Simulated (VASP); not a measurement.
# Mg3Ge2 in VASP: a series of runs

Aim: see how the results for Mg3Ge2 move with the level of theory and the settings. Levels: PBE, PBE+D4. Tasks: single point.

All numbers are computed with VASP 6.6.1; they aren't measurements. Logs are shortened: lines on timing, memory, paths and dates and some standing lists are left out, and cuts for length are marked.

### 1 The cell of the first run

The typed cell holds 5 atoms: a = 4.202 Å, b = 4.202 Å, c = 6.642 Å, α = 90.00°, β = 90.00°, γ = 60.00°.

### 2 Single point, PBE

INCAR reads:

```
SYSTEM = Mg3Ge2
PREC = Accurate
ENCUT = 520
EDIFF = 1E-6
ISMEAR = 0
SIGMA = 0.2846
LREAL = .False.
LASPH = .True.
NELM = 60
ALGO = Normal
ISIF = 2
LWAVE = .False.
LCHARG = .False.
GGA = PE
NBANDS = 25
```

KPOINTS reads:

```
regular mesh
0
Gamma
  5 5 3
  0 0 0
```

POSCAR reads:

```
Mg3Ge2
1.0
    2.1009340000      3.6389200000      0.0000000000
   -2.1009340000      3.6389200000      0.0000000000
    0.0000000000      0.0000000000      6.6423140000
Mg Ge
3 2
Direct
    0.0000000000      0.0000000000      0.0000000000
    0.3333000000      0.3334000000      0.6300000000
    0.6667000000      0.6666000000      0.3700000000
    0.3333000000      0.3334000000      0.2350000000
    0.6667000000      0.6666000000      0.7650000000
```

Potentials or basis: VASP PAW PBE potentials, release 64 (Mg, Ge_d).

Started as:

```sh
$ cat potpaw_PBE.64/Mg/POTCAR potpaw_PBE.64/Ge_d/POTCAR > POTCAR
$ mpirun -np 1 vasp_std > vasp.out
```

OUTCAR:

```text
SYSTEM = Mg3Ge2
   PREC = Accurate
   ENCUT = 520
   EDIFF = 1E-6
   ISMEAR = 0
   LREAL = .False.
   LASPH = .True.
   NELM = 60
   ISIF = 2
   GGA = PE

 ion  position               nearest neighbor table
   1  0.000  0.000  0.000-   5 2.88   4 2.88   5 2.88   4 2.88   5 2.88   4 2.88   3 3.45   2 3.45
                             3 3.45   2 3.45   2 3.45   3 3.45
   2  0.333  0.333  0.630-   5 2.59   5 2.59   5 2.59   4 2.62   3 2.98   3 2.98   3 2.98   1 3.45
                             1 3.45   1 3.45
   3  0.667  0.667  0.370-   4 2.59   4 2.59   4 2.59   5 2.62   2 2.98   2 2.98   2 2.98   1 3.45
                             1 3.45   1 3.45
   4  0.333  0.333  0.235-   3 2.59   3 2.59   3 2.59   2 2.62   1 2.88   1 2.88   1 2.88
   5  0.667  0.667  0.765-   2 2.59   2 2.59   2 2.59   3 2.62   1 2.88   1 2.88   1 2.88

  LATTYP: Found a hexagonal cell.
 ALAT       =     4.2018641623
 C/A-ratio  =     1.5808016974

  Lattice vectors:

 A1 = (   2.1009340000,  -3.6389200000,   0.0000000000)
 A2 = (   2.1009340000,   3.6389200000,   0.0000000000)
 A3 = (   0.0000000000,   0.0000000000,   6.6423140000)

Analysis of symmetry for initial positions (statically):
=====================================================================
 Subroutine PRICEL returns:
 Original cell was already a primitive cell.

 Routine SETGRP: Setting up the symmetry group for a
 hexagonal supercell.

 Subroutine GETGRP returns: Found  4 space group operations
 (whereof  4 operations were pure point group operations)
 out of a pool of 24 trial point group operations.

The static configuration has the point symmetry C_2h.

Analysis of symmetry for dynamics (positions and initial velocities):
=====================================================================
 Subroutine PRICEL returns:
 Original cell was already a primitive cell.

 Routine SETGRP: Setting up the symmetry group for a
 hexagonal supercell.

 Subroutine GETGRP returns: Found  4 space group operations
 (whereof  4 operations were pure point group operations)
 out of a pool of 24 trial point group operations.

The dynamic configuration has the point symmetry C_2h.

 Subroutine INISYM returns: Found  4 space group operations
 (whereof  4 operations are pure point group operations),
 and found     1 'primitive' translations

----------------------------------------------------------------------------------------

                                     Primitive cell

  volume of cell :     101.5627

  direct lattice vectors                    reciprocal lattice vectors
     2.100934000  3.638920000  0.000000000     0.237989389  0.137403405  0.000000000
    -2.100934000  3.638920000  0.000000000    -0.237989389  0.137403405  0.000000000
     0.000000000  0.000000000  6.642314000     0.000000000  0.000000000  0.150549944

  length of vectors
     4.201864162  4.201864162  6.642314000     0.274806560  0.274806560  0.150549944

  position of ions in fractional coordinates (direct lattice)
     0.000000000  0.000000000  0.000000000
     0.333300000  0.333400000  0.630000000
     0.666700000  0.666600000  0.370000000
     0.333300000  0.333400000  0.235000000
     0.666700000  0.666600000  0.765000000

  ion indices of the primitive-cell ions
   primitive index   ion index
                 1           1
                 2           2
                 3           3
                 4           4
                 5           5

----------------------------------------------------------------------------------------

 KPOINTS: regular mesh

Automatic generation of k-mesh.
 Grid dimensions read from file:
 generate k-points for:    5    5    3

 Generating k-lattice:

  Cartesian coordinates                     Fractional coordinates (reciprocal lattice)
     0.047597878  0.027480681  0.000000000     0.200000000  0.000000000  0.000000000
    -0.047597878  0.027480681  0.000000000     0.000000000  0.200000000  0.000000000
     0.000000000  0.000000000  0.050183315     0.000000000  0.000000000  0.333333333

  Length of vectors
     0.054961312  0.054961312  0.050183315

  Shift w.r.t. Gamma in fractional coordinates (k-lattice)
     0.000000000  0.000000000  0.000000000

 Subroutine IBZKPT returns following result:
 ===========================================

 Found     24 irreducible k-points:

 Following reciprocal coordinates:
            Coordinates               Weight
  0.000000  0.000000  0.000000      1.000000
  0.200000  0.000000  0.000000      4.000000
  0.000000  0.200000  0.000000      2.000000
  0.400000 -0.000000  0.000000      4.000000
 -0.000000  0.400000  0.000000      2.000000
  0.400000  0.200000  0.000000      2.000000
[... 16 lines left out ...]
 -0.200000  0.400000  0.333333      4.000000
  0.400000 -0.200000  0.333333      4.000000
   k-points           NKPTS =     24   k-points in BZ     NKDIM =     24   number of bands    NBANDS=     25
   number of dos      NEDOS =    301   number of ions     NIONS =      5
   total plane-waves  NPLWV =  51200
   dimension x,y,z NGX =    32 NGY =   32 NGZ =   50
   dimension x,y,z NGXF=    64 NGYF=   64 NGZF=  100
   ions per type =               3   2
   NGX,Y,Z   is equivalent  to a cutoff of  12.66, 12.66, 12.51 a.u.
   NGXF,Y,Z  is equivalent  to a cutoff of  25.32, 25.32, 25.03 a.u.
 SYSTEM =  Mg3Ge2
   PREC   = accura    normal or accurate (medium, high low for compatibility)
   ISTART =      0    job   : 0-new  1-cont  2-samecut
   ICHARG =      2    charge: 1-file 2-atom 10-const
   ISPIN  =      1    spin polarized calculation?
   LNONCOLLINEAR =      F non collinear calculations
   LSORBIT =      F    spin-orbit coupling
   LASPH  =      T    aspherical Exc in radial PAW
   ENCUT  =  520.0 eV  38.22 Ry    6.18 a.u.   7.81  7.81 12.35*2*pi/ulx,y,z
   NELM   =     60;   NELMIN=  2; NELMDL= -5     # of ELM steps
   EDIFF  = 0.1E-05   stopping-criterion for ELM
   LREAL  =      F    real-space projection
   EDIFFG = 0.1E-04   stopping-criterion for IOM
   NSW    =      0    number of steps for IOM
   IBRION =     -1    ionic relax: 0-MD 1-quasi-New 2-CG
   NFREE  =      0    steps in history (QN), initial steepest desc. (CG)
   ISIF   =      2    stress and relaxation
   ISYM   =      2    0-nonsym 1-usesym 2-fastsym
   POTIM  = 0.5000    time-step for ionic-motion
   TEBEG  =    0.0;   TEEND  =   0.0 temperature during run
   PSTRESS=    0.0 pullay stress
   NELECT =      34.0000    total number of electrons
   NUPDOWN=      -1.0000    fix difference up-down
   EMIN   =  10.00;   EMAX   =-10.00  energy-range for DOS
   EFERMI =   0.00;   METHOD = LEGACY
   ISMEAR =     0;   SIGMA  =   0.28  broadening in eV -4-tet -1-fermi 0-gaus
   EFERMI_NEDOS =   21; number of points for ismear=-14 and -15
   IALGO  =     38    algorithm
   IMIX   =      4    mixing-type and parameters
     AMIX     =   0.40;   BMIX     =  1.00
     AMIX_MAG =   1.60;   BMIX_MAG =  1.00
  volume/ion in A,a.u.               =      20.31       137.08
  Fermi-wavevector in a.u.,A,eV,Ry     =   1.136727  2.148103 17.580760  1.292149
  Thomas-Fermi vector in A             =   2.273433
   LORBIT       =      0    0 simple, 1 ext, 2 COOP (PROOUT), +10 PAW based schemes
   GGA     = PE    functional components
   LHFCALC =     F    Hartree Fock is set to
   AEXX    =    0.0000 exact exchange contribution
   IVDW    =     0    specifies the selected vdW correction
   LEPSILON=     F    determine dielectric tensor
   LRPA    =     F    only Hartree local field effects (RPA)
 non-spin polarized calculation
 Gauss-broadening in eV      SIGMA  =   0.28
  energy-cutoff  :      520.00
  volume of cell :      101.56
 maximum number of plane-waves:      2755
   NGX = 15   NGY = 15   NGZ = 25

 number of electron      34.0000006 magnetization

 Free energy of the ion-electron system (eV)
  ---------------------------------------------------
  ext. energy  EPLUGINS =         0.00000000
  ---------------------------------------------------
  free energy    TOTEN  =       -13.50106371 eV

  energy without entropy =      -13.38004301  energy(sigma->0) =      -13.44055336

 E-fermi :   3.7102     XC(G=0):  -9.5249

 val. band max:        3.7028454739   @ k =   0.2000   0.2000   0.3333
 cond. band min:       3.7278956230   @ k =   0.4000  -0.0000   0.3333
 fundamental gap:      0.0250501491
 Fermi energy:         3.7101674048

 k-point     1 :       0.0000    0.0000    0.0000
  band No.  band energies     occupation
      1     -20.0562      2.00000
      2     -20.0562      2.00000
      3     -20.0534      2.00000
      4     -20.0534      2.00000
      5     -20.0518      2.00000
      6     -20.0518      2.00000
[... 17 lines left out ...]
     24       9.4458      0.00000
     25       9.4467      0.00000

 k-point     2 :       0.2000    0.0000    0.0000
  band No.  band energies     occupation
      1     -20.0557      2.00000
      2     -20.0555      2.00000
      3     -20.0538      2.00000
      4     -20.0535      2.00000
      5     -20.0521      2.00000
      6     -20.0511      2.00000
[... 17 lines left out ...]
     24       9.2771      0.00000
     25       9.4381      0.00000

 k-point     3 :       0.0000    0.2000    0.0000
  band No.  band energies     occupation
      1     -20.0557      2.00000
      2     -20.0555      2.00000
      3     -20.0538      2.00000
      4     -20.0536      2.00000
      5     -20.0521      2.00000
      6     -20.0511      2.00000
[... 552 lines left out ...]
 k-point    23 :      -0.2000    0.4000    0.3333
  band No.  band energies     occupation
      1     -20.0556      2.00000
      2     -20.0551      2.00000
      3     -20.0540      2.00000
      4     -20.0524      2.00000
      5     -20.0514      2.00000
      6     -20.0512      2.00000
[... 17 lines left out ...]
     24      10.2044      0.00000
     25      11.7540      0.00000

 k-point    24 :       0.4000   -0.2000    0.3333
  band No.  band energies     occupation
      1     -20.0556      2.00000
      2     -20.0551      2.00000
      3     -20.0540      2.00000
      4     -20.0524      2.00000
      5     -20.0514      2.00000
      6     -20.0512      2.00000
[... 17 lines left out ...]
     24      10.2044      0.00000
     25      11.7522      0.00000

------------------------ aborting loop because EDIFF is reached ----------------------------------------

  FORCE on cell =-STRESS in cart. coord.  units (eV):
  Direction    XX          YY          ZZ          XY          YZ          ZX
  --------------------------------------------------------------------------------------
  -------------------------------------------------------------------------------------
  Total        4.5942652      4.6012458      3.1822126      0.0060551      0.0013456     -0.0023307
  in kB       72.4756853     72.5858057     50.2002011      0.0955201      0.0212271     -0.0367672
  external PRESSURE =      65.0872307 kB  Pullay stress =       0.0000000 kB

 VOLUME and BASIS-vectors are now :
 -----------------------------------------------------------------------------
  energy-cutoff  :      520.00
  volume of cell :      101.56
      direct lattice vectors                 reciprocal lattice vectors
     2.100934000  3.638920000  0.000000000     0.237989389  0.137403405  0.000000000
    -2.100934000  3.638920000  0.000000000    -0.237989389  0.137403405  0.000000000
     0.000000000  0.000000000  6.642314000     0.000000000  0.000000000  0.150549944

 POSITION                                       TOTAL-FORCE (eV/Angst)
 -----------------------------------------------------------------------------------
      0.00000      0.00000      0.00000        -0.000000     -0.000000      0.000000
     -0.00021      2.42607      4.18466         0.002507     -0.001447      0.537288
      0.00021      4.85177      2.45766        -0.002507      0.001447     -0.537288
     -0.00021      2.42607      1.56094         0.002314     -0.001336     -1.037516
      0.00021      4.85177      5.08137        -0.002314      0.001336      1.037516
 -----------------------------------------------------------------------------------
    total drift:                                0.000000     -0.000000      0.000000

  FREE ENERGIE OF THE ION-ELECTRON SYSTEM (eV)
  ---------------------------------------------------
  free  energy   TOTEN  =       -13.5010637114 eV

  energy  without entropy=      -13.3800430053  energy(sigma->0) =      -13.44055336
```

It took 20 s on 1 thread of Intel Xeon 6975P-C (Granite Rapids), shared host; peak memory 0.24 GiB.

What came out:

```
Free energy            : -13.5011 eV
Pressure               : 6.5 GPa
Largest force          : 1.038 eV/Å
Band gap on the k mesh : zero (band 17 reaches 4.70 eV, above the bottom of band 18 at 2.65 eV)
```

Forces on the atoms (eV/Å):
```
Mg   0.000  0.000  0.000
Mg   0.003 -0.001  0.537
Mg  -0.003  0.001 -0.537
Ge   0.002 -0.001 -1.038
Ge  -0.002  0.001  1.038
```

Levels at points of the mesh, in eV from the Fermi level:
| k point | band 13 | band 14 | band 15 | band 16 | band 17 | band 18 | band 19 | band 20 | band 21 | band 22 |
| --- | --- | --- | --- | --- | --- | --- | --- | --- | --- | --- |
| (0.00, 0.00, 0.00) | -4.58 | 0.11 | 0.11 | 0.99 | 0.99 | 1.35 | 2.84 | 3.02 | 4.52 | 4.52 |

Caveat: forces of over 1 eV/Å act on the atoms, so gaps and moduli don't describe the material at rest.

### 3 Single point, PBE+D4

INCAR reads:

```
SYSTEM = Mg3Ge2
ALGO     = Normal         ! electronic algorithm
EDIFF    = 1E-6           ! SCF threshold, eV
ENCUT    = 520            ! plane-wave cutoff, eV
GGA      = PE             ! functional
ISIF     = 2              ! what is computed and relaxed
ISMEAR   = 0              ! smearing method
IVDW     = 13             ! dispersion correction
LASPH    = .True.         ! aspherical terms in the spheres
LCHARG   = .True.         ! write CHGCAR
LELF     = .True.         ! ELF
LREAL    = .False.        ! projectors in reciprocal space
LVHAR    = .True.       
LWAVE    = .False.        ! write WAVECAR
NBANDS   = 25             ! bands
NELM     = 60             ! most SCF steps
PREC     = Accurate       ! precision mode
SIGMA    = 0.2846         ! smearing width, eV
```

KPOINTS reads:

```
k-points
0
Gamma
  5 5 3
  0 0 0
```

POSCAR is that of step 2.

Potentials or basis: VASP PAW PBE potentials, release 64 (Mg, Ge_d).

Started as:

```sh
$ cat potpaw_PBE.64/Mg/POTCAR potpaw_PBE.64/Ge_d/POTCAR > POTCAR
$ mpirun -np 1 vasp_std > vasp.out
```

It took 22 s on 1 thread of Intel Xeon 6975P-C (Granite Rapids), shared host; peak memory 0.23 GiB.

Results (log left out):

| Quantity | Value |
| --- | --- |
| Free energy | -14.6879 eV |
| Pressure | 4.6 GPa |
| Largest force | 1.031 eV/Å |
| Band gap on the k mesh | zero (band 17 reaches 4.70 eV, above the bottom of band 18 at 2.65 eV) |
| Dispersion energy per atom | -0.237 eV |

Forces in eV/Å, atoms in the order of the input:
```
Mg   0.000  0.000  0.000
Mg   0.003 -0.001  0.533
Mg  -0.003  0.001 -0.533
Ge   0.002 -0.001 -1.031
Ge  -0.002  0.001  1.031
```

Stress tensor (GPa, compression positive):
```
5.36 0.01 0.00
0.01 5.37 0.00
0.00 0.00 3.19
```

Levels at points of the mesh, in eV from the Fermi level:
```csv
k point,band 14,band 15,band 16,band 17,band 18,band 19,band 20,band 21
"(0.00, 0.00, 0.00)",0.11,0.11,0.99,0.99,1.35,2.84,3.02,4.52
```

Caveat: pairwise dispersion overbinds metals, which lowers pressure and volume; forces of over 1 eV/Å act on the atoms, so gaps and moduli don't describe the material at rest.

### 4 Single point, PBE

INCAR reads:

```
  PREC = Accurate
  ENCUT = 520
  EDIFF = 1E-6
  ISMEAR = 0
  SIGMA = 0.2846
  LREAL = F
  LASPH = T
  NELM = 60
  ALGO = Normal
  ISIF = 2
  LWAVE = F
  LCHARG = T
  GGA = PE
  LELF = T
  LVHAR = T
  NBANDS = 25
  ISYM = 0
```

KPOINTS reads:

```
Automatic mesh
0
Gamma
  5 5 3
  0.5 0.5 0.5
```

POSCAR is that of step 3.

Potentials or basis: VASP PAW PBE potentials, release 64 (Mg, Ge_d).

Started as:

```sh
$ cat potpaw_PBE.64/Mg/POTCAR potpaw_PBE.64/Ge_d/POTCAR > POTCAR
$ mpirun -np 1 vasp_std > vasp.out
```

OUTCAR:

```text
PREC = Accurate
   ENCUT = 520
   EDIFF = 1E-6
   ISMEAR = 0
   LREAL = F
   LASPH = T
   NELM = 60
   ISIF = 2
   GGA = PE
   ISYM = 0

 ion  position               nearest neighbor table
   1  0.000  0.000  0.000-   5 2.88   4 2.88   5 2.88   4 2.88   5 2.88   4 2.88   3 3.45   2 3.45
                             3 3.45   2 3.45   2 3.45   3 3.45
   2  0.333  0.333  0.630-   5 2.59   5 2.59   5 2.59   4 2.62   3 2.98   3 2.98   3 2.98   1 3.45
                             1 3.45   1 3.45
[... 834 lines left out ...]

 [... further k-points ...]
[... 5 lines left out ...]
  --------------------------------------------------------------------------------------
  -------------------------------------------------------------------------------------
  Total        4.4787692      4.4861038      3.5727891      0.0062766      0.0012500     -0.0021376
  in kB       70.6537072     70.7694112     56.3616437      0.0990147      0.0197195     -0.0337206
  external PRESSURE =      65.9282540 kB  Pullay stress =       0.0000000 kB

 VOLUME and BASIS-vectors are now :
 -----------------------------------------------------------------------------
  energy-cutoff  :      520.00
  volume of cell :      101.56
      direct lattice vectors                 reciprocal lattice vectors
     2.100934000  3.638920000  0.000000000     0.237989389  0.137403405  0.000000000
    -2.100934000  3.638920000  0.000000000    -0.237989389  0.137403405  0.000000000
     0.000000000  0.000000000  6.642314000     0.000000000  0.000000000  0.150549944

 POSITION                                       TOTAL-FORCE (eV/Angst)
 -----------------------------------------------------------------------------------
      0.00000      0.00000      0.00000         0.000000     -0.000000     -0.000027
     -0.00021      2.42607      4.18466         0.002490     -0.001447      0.554285
      0.00021      4.85177      2.45766        -0.002489      0.001447     -0.554335
     -0.00021      2.42607      1.56094         0.002350     -0.001372     -1.075860
      0.00021      4.85177      5.08137        -0.002351      0.001372      1.075937
 -----------------------------------------------------------------------------------
    total drift:                               -0.000001      0.000000      0.000131

  FREE ENERGIE OF THE ION-ELECTRON SYSTEM (eV)
  ---------------------------------------------------
  free  energy   TOTEN  =       -13.4285738379 eV

  energy  without entropy=      -13.2859154526  energy(sigma->0) =      -13.35724465
```

It took 85 s on 1 thread of Intel Xeon 6975P-C (Granite Rapids), shared host; peak memory 0.39 GiB.

What came out:

```
Free energy            : -13.4286 eV
Pressure               : 6.6 GPa
Largest force          : 1.076 eV/Å
Band gap on the k mesh : zero (band 17 reaches 4.64 eV, above the bottom of band 18 at 2.83 eV)
```

Forces in eV/Å, atoms in the order of the input:
```
Mg   0.000  0.000  0.000
Mg   0.002 -0.001  0.554
Mg  -0.002  0.001 -0.554
Ge   0.002 -0.001 -1.076
Ge  -0.002  0.001  1.076
```

Stress tensor (GPa, compression positive):
```
7.07 0.01 0.00
0.01 7.08 0.00
0.00 0.00 5.64
```

Caveat: forces of over 1 eV/Å act on the atoms, so gaps and moduli don't describe the material at rest.

[end of part 1 of 2]
